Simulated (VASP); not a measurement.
## TePb (wurtzite type): relaxation of cell and atoms with PBE

TePb (wurtzite type):

```
Pb Te
1.0
     4.25039    0.00000    0.00000
    -2.12520    3.68095    0.00000
     0.00000    0.00000    6.92814
Pb Te
2 2
Direct
  0.33333 0.66667 0.00000
  0.66667 0.33333 0.50000
  0.33333 0.66667 0.37600
  0.66667 0.33333 0.87600
```

```json
{
  "Program": "VASP 6.6.1",
  "Task": "relaxation of cell and atoms",
  "Functional": "PBE",
  "Potentials or basis": "VASP PAW PBE potentials, release 64 (Pb_d, Te)",
  "Cutoff": "600 eV",
  "k mesh": "9 × 9 × 5",
  "Occupations": "fermi-dirac, width 0.1 eV",
  "Spin": "no spin polarisation",
  "Target pressure": "31 GPa",
  "Dipole correction": "no",
  "Further INCAR settings": "ALGO = Normal; EDIFF = 1e-07; IBRION = 2; EDIFFG = -0.005; NSW = 60; ISIF = 3"
}
```

| Quantity | Value |
| --- | --- |
| Relaxed volume | 28.65 Å³/atom |
| Relaxed cell | a = 4.784 Å, b = 4.784 Å, c = 5.782 Å, α = 90.00°, β = 90.00°, γ = 120.00° |
| Space group after relaxing (to 0.1 Å) | P6_3/mmc (No. 194) |
| Energy change on relaxing (the run minimises the enthalpy) | -1057.4 meV/atom |
| Ionic steps | 52 |
| Pressure after relaxing | 31.0 GPa |
| Band gap on the k mesh | 0.14 eV (least direct gap 0.85 eV) |

Step by step:
```tsv
step	energy change (eV)	largest force (eV/Å)	pressure (GPa)	volume (Å³)
1	0.0000	0.2256	49.34	108.39
3	-3.6898	0.0935	29.23	123.76
5	-3.3394	0.0686	31.16	121.90
7	-3.3577	0.3628	31.15	121.90
9	-3.5258	1.8104	30.76	121.45
11	2.4275	9.0752	50.96	111.81
13	-2.9148	5.5596	33.33	119.49
15	-2.9149	5.5605	33.33	119.49
17	-2.9152	5.5653	33.32	119.49
19	-2.9164	5.5838	33.32	119.49
21	-2.9197	5.6577	33.29	119.50
23	-2.9224	5.7511	33.26	119.50
25	-2.9445	5.7234	33.18	119.52
27	-3.0311	5.6127	32.88	119.58
29	-3.3460	5.1781	31.74	119.82
31	-4.0025	3.4219	28.58	120.46
33	-4.4963	2.1772	28.07	119.26
35	-4.4982	0.9962	28.85	117.27
37	-4.1207	0.9169	31.32	114.82
39	-3.6340	0.7901	34.38	112.11
41	-4.0219	0.2527	32.23	113.61
43	-4.1429	0.0585	31.51	114.19
45	-4.2429	0.0514	30.92	114.67
47	-4.2305	0.0446	30.99	114.61
49	-4.2013	0.0254	31.16	114.45
51	-4.2308	0.0008	30.99	114.61
52	-4.2297	0.0001	31.00	114.60
```

Final structure:
```yaml
crystal:
  lattice:
    - [4.78396, 0.00000, 0.00000]
    - [-2.39198, 4.14303, 0.00000]
    - [0.00000, 0.00000, 5.78204]
  atoms:
    - { symbol: Pb, position: [0.33333, 0.66667, 0.93800] }
    - { symbol: Pb, position: [0.66667, 0.33333, 0.43800] }
    - { symbol: Te, position: [0.33333, 0.66667, 0.43800] }
    - { symbol: Te, position: [0.66667, 0.33333, 0.93800] }
```

Levels at points of the mesh, in eV from the valence-band top:
```csv
k point,band 18,band 19,band 20,band 21,band 22,band 23
"(0.00, 0.00, 0.00)",-2.67,-2.54,-2.54,0.20,0.20,2.86
```

It took 35 min on 1 thread of Intel(R) Xeon(R) Platinum 8488C (Sapphire Rapids), on a shared host, peak memory 0.34 GiB.

Caveat: the cell is relaxed towards a set pressure, so the run minimises the enthalpy, not the energy; a cell axis changed by over 15 % at a fixed basis, so the end point is rough; spin-orbit coupling is left out, which moves the levels of the heavy elements. A k mesh can miss the band edges.
